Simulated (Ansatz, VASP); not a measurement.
# Two plane-wave programs on Al3InAs4

```
Al In As
1.0
     5.83478    0.00066    0.00334
     0.00066    5.83610   -0.00318
    -2.91442   -2.92148    5.82615
Al In As
3 1 4
Cartesian
  0.0023 2.9159 2.9113
  2.9183 2.9178 0.0001
  2.9193 -0.0016 2.9148
  0.0009 -0.0007 -0.0003
  1.5381 4.2984 1.5191
  1.3820 1.3790 4.3061
  4.2981 1.5375 1.5221
  -1.3783 -1.3820 4.3059
```

Change from the starting cell: cell x1, atoms moved at random (sigma 0.05 Å) and cell strained at random (1.5 %), then relaxed without symmetry.

Alike in both runs: functional PBE; k mesh 4 × 4 × 4; occupations gaussian, width 0.1 eV; no spin polarisation.

Ansatz relaxed the structure, and its values are those at the end. VASP's run is a single point on that final structure, the one shown.

|  | VASP | Ansatz |
| --- | --- | --- |
| version | VASP 6.6.1 | Ansatz 0.2.0 |
| potentials or method | VASP PAW PBE potentials, release 64 (Al, In_d, As), cutoff 520 eV | scalar-relativistic, plane waves, PAW |
| valence electrons in the cell | 42 | 82 |

```tsv
	VASP	Ansatz	Ansatz less VASP
gap on the k mesh at the Fermi level (eV)	1.16	1.15	-0.004
least direct gap on the mesh (eV)	1.16	1.15	-0.004
pressure (GPa)	0.2	0.0	-0.12
```

With one functional, cell and mesh, what is left measures potentials, basis and numerics. VASP's potentials hold 42 valence electrons a cell and Ansatz's 82, so a difference there can come from the potentials and not from the codes.
